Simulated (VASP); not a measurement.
Input of a VASP 6.6.1 run:

INCAR

```
PREC = Accurate
ENCUT = 520
EDIFF = 1E-6
ISMEAR = -1
SIGMA = 0.05
LREAL = F
LASPH = T
NELM = 100
ALGO = Normal
ISIF = 2
LWAVE = F
LCHARG = F
GGA = PE
NBANDS = 17
```

The input KPOINTS:

```
Automatic mesh
0
Gamma
  10 10 10
```

Contents of POSCAR:

```
BiAs
1.0
    0.0000000000      3.4222914479      3.2190212344
    3.4222914479      0.0000000000      3.2190212344
    3.4222914479      3.4222914479      0.0000000000
As Bi
1 1
Direct
    0.0000000000      0.0000000000      0.0000000000
    0.2500000000      0.2500000000      0.2500000000
```

Potentials or basis: VASP PAW PBE potentials, release 64 (As, Bi_d).

Run with:

```bash
$ cat potpaw_PBE.64/As/POTCAR potpaw_PBE.64/Bi_d/POTCAR > POTCAR
$ mpirun -np 1 vasp_std > vasp.out
```

(1) Estimate the pressure.

(2) Estimate the band gap on the k mesh.

Answers

(1) -0.1 GPa.

(2) zero (bands 10 and 11 overlap by 1.01 eV).

Caveat: spin-orbit coupling is left out, which moves the levels of the heavy elements.
